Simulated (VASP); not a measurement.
Set up this calculation in VASP 6.6.1, as the native input.

- Task: relaxation of cell and atoms
- Functional: PBE
- Potentials or basis: VASP PAW PBE potentials, release 64 (Ni)
- Cutoff: 600 eV
- k mesh: 19 × 19 × 19
- Occupations: fermi-dirac, width 0.05 eV
- Spin: collinear spin, ferromagnetic start
- Starting moments: [1.0] μB
- Dipole correction: no
- Further INCAR settings: ALGO = Normal; EDIFF = 1e-07; IBRION = 2; EDIFFG = -0.005; NSW = 60; ISIF = 3

The structure of Ni lies in POSCAR:

```
Ni
1.0
   -1.3966757866      1.3966757866      1.3966757866
    1.3966757866     -1.3966757866      1.3966757866
    1.3966757866      1.3966757866     -1.3966757866
Ni
1
Direct
    0.0000000000      0.0000000000      0.0000000000
```

These files were run (other wordings do the same):

INCAR

```
PREC = Accurate
ENCUT = 600
EDIFF = 1E-7
ISMEAR = -1
SIGMA = 0.05
LREAL = F
LASPH = T
NELM = 150
ALGO = Normal
ISIF = 3
LWAVE = F
LCHARG = F
ISPIN = 2
MAGMOM = 1
LORBIT = 11
LMAXMIX = 4
GGA = PE
IBRION = 2
NSW = 60
EDIFFG = -0.005
```

KPOINTS

```
regular mesh
0
Gamma
  19 19 19
```

Potentials or basis: VASP PAW PBE potentials, release 64 (Ni).

The run is started by

```bash
$ cat potpaw_PBE.64/Ni/POTCAR > POTCAR
$ mpirun -np 1 vasp_std > vasp.out
```

Results of the run:

```
Relaxed volume                                        : 10.97 Å³/atom
Relaxed cell                                          : a = 2.424 Å, b = 2.424 Å, c = 2.424 Å, α = 109.47°, β = 109.47°, γ = 109.47°
Space group after relaxing (to 0.05 Å)                : Im-3m (No. 229)
Energy gained by relaxing                             : 0.3 meV/atom
Ionic steps                                           : 3
Pressure after relaxing                               : 0.0 GPa
Net moment                                            : 0.53 μB per cell
Site moments                                          : Ni +0.54 μB
Valence electrons inside the program's atomic spheres : Ni 9.30
```

It took 92 s on 1 thread of Intel(R) Xeon(R) Platinum 8259CL CPU @ 2.50GHz (Skylake/Cascade Lake) (shared host), peak memory 0.17 GiB.
